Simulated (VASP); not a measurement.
The system is MnO.

```
CELL_PARAMETERS angstrom
0.00000 2.20898 2.20898
2.20898 0.00000 2.20898
2.20898 2.20898 0.00000
ATOMIC_POSITIONS crystal
Mn 0.00000 0.00000 0.00000
O 0.50000 0.50000 0.50000
```

Base run:

* Program: VASP 6.6.1
* Functional: revPBE
* Potentials or basis: VASP PAW PBE potentials, release 64 (Mn_pv, O)
* Cutoff: 520 eV
* k mesh: 10 × 10 × 10
* Occupations: fermi-dirac, width 0.05 eV
* Spin: collinear spin, ferromagnetic start
* Starting moments: [4.0, 0.0] μB

Its results: pressure 7.4 GPa; net moment 4.79 μB per cell; site moments Mn +4.35; O +0.20 μB.

**Question.** The run is repeated on the same cell with these changes: functional from revPBE to r2SCAN. What comes out?

**Answer.** Pressure 3.9 GPa; net moment 4.99 μB per cell; site moments Mn +4.54; O +0.24 μB.

Caveats: the cell stands under pressure; the PAW data sets were made with another functional, which shifts forces and pressure a little; a cell with one magnetic atom can't hold antiferromagnetic order, which such compounds often take.
